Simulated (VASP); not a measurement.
Runs of VASP 6.6.1 on ZnAu. The structure is that of space group Pm-3m (No. 221), or close to it. The cells are those of the table. 

| level | potentials or basis | spin | cell | k mesh | smearing | gap on the mesh (eV) | pressure (GPa) |
| --- | --- | --- | --- | --- | --- | --- | --- |
| PBE | VASP PAW PBE potentials, release 64 (Au, Zn) | off | a = 3.147 Å, 2 atoms | 7 × 7 × 7 | fermi-dirac 0.05 eV | none | 4.7 |
| LDA | VASP PAW LDA potentials, release 64 (Au, Zn) | off | a = 3.147 Å, 2 atoms | 5 × 5 × 5 | fermi-dirac 0.05 eV | none | -5.7 |
| PBEsol | VASP PAW PBE potentials, release 64 (Au, Zn) | off | a = 3.147 Å, 2 atoms | 5 × 5 × 5 | fermi-dirac 0.05 eV | none | (c) |
| PBEsol | VASP PAW PBE potentials, release 64 (Au, Zn) | off | a = 3.147 Å, 2 atoms | 8 × 8 × 8 | fermi-dirac 0.05 eV | none | (d) |
| RPBE | VASP PAW PBE potentials, release 64 (Au, Zn) | off | a = 3.147 Å, 2 atoms | 8 × 8 × 8 | gaussian 0.1 eV | none | 9.0 |
| LDA | VASP PAW LDA potentials, release 64 (Au, Zn) | off | a = 3.147 Å, 2 atoms | 8 × 8 × 8 | gaussian 0.05 eV | none | (a) |
| PBE | VASP PAW PBE potentials, release 64 (Au, Zn) | non-collinear, zero start, SOC | a = 3.147 Å, 2 atoms | 8 × 8 × 8 | fermi-dirac 0.05 eV | - | 4.8 |
| PBE | VASP PAW PBE potentials, release 64 (Au, Zn) | off | a = 3.273, b = 3.273, c = 3.147 Å, 2 atoms | 7 × 7 × 7 | fermi-dirac 0.05 eV | none | -4.6 |
| PBEsol | VASP PAW PBE potentials, release 64 (Au, Zn) | off | a = 3.083 Å, 2 atoms | 8 × 8 × 8 | fermi-dirac 0.05 eV | none | 7.6 |
| PBEsol | VASP PAW PBE potentials, release 64 (Au, Zn) | off | a = 3.168 Å, 2 atoms | 8 × 8 × 8 | fermi-dirac 0.05 eV | none | (b) |
| PBE | VASP PAW PBE potentials, release 64 (Au, Zn) | off | a = 3.116, b = 3.116, c = 3.147 Å, 2 atoms | 7 × 7 × 7 | fermi-dirac 0.05 eV | none | 7.7 |

Alike in all rows: task single point; cutoff (eV) 520.

Estimate the missing entries.

(a) -6.0; (b) -4.5; (c) -1.6; (d) -2.0.

Caveats: some runs use coarse meshes; spin-orbit coupling is left out, which moves the levels of the heavy elements (some runs); the PAW data sets were made with another functional, which shifts forces and pressure a little (some runs).

A k mesh can miss the band edges, and rows without SOC leave out spin-orbit coupling on Au.

A gap of «none» marks levels without a gap at the run's occupations.
